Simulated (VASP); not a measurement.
AlIr:

```
CELL_PARAMETERS angstrom
2.99455 0.00000 0.00000
0.00000 2.99455 0.00000
0.00000 0.00000 2.99455
ATOMIC_POSITIONS crystal
Al 0.00000 0.00000 0.00000
Ir 0.50000 0.50000 0.50000
```

Base run:

| Item | Value |
| --- | --- |
| Program | VASP 6.6.1 |
| Functional | LDA |
| Potentials or basis | VASP PAW LDA potentials, release 64 (Al, Ir_sv_GW) |
| Cutoff | 560 eV |
| k mesh | 11 × 11 × 11 |
| Occupations | fermi-dirac, width 0.03 eV |
| Spin | collinear spin |
| Starting moments | [0.0, 0.2] μB |
| Fixed moment | 0.2 μB |

Its results: pressure -5.6 GPa; site moments Al +0.00; Ir +0.19 μB.

Question: After a change of settings the same cell gave: pressure -4.0 GPa; site moments Al +0.01; Ir +0.36 μB. Which change was it?
A. fixed moment from 0.2 μB to 0.4 μB; moments at the start from [0.0, 0.2] to [0.0, 0.4]
B. fixed moment from 0.2 μB to 0.6 μB; moments at the start from [0.0, 0.2] to [0.0, 0.6]
C. fixed moment from 0.2 μB to 1.2 μB; moments at the start from [0.0, 0.2] to [0.0, 1.2]
D. fixed moment from 0.2 μB to 0.9 μB; moments at the start from [0.0, 0.2] to [0.0, 0.9]

Answer: A.

Caveats: the cell stands under tension; the total moment is fixed, so each spin has its own Fermi level and the state may be an excited one.
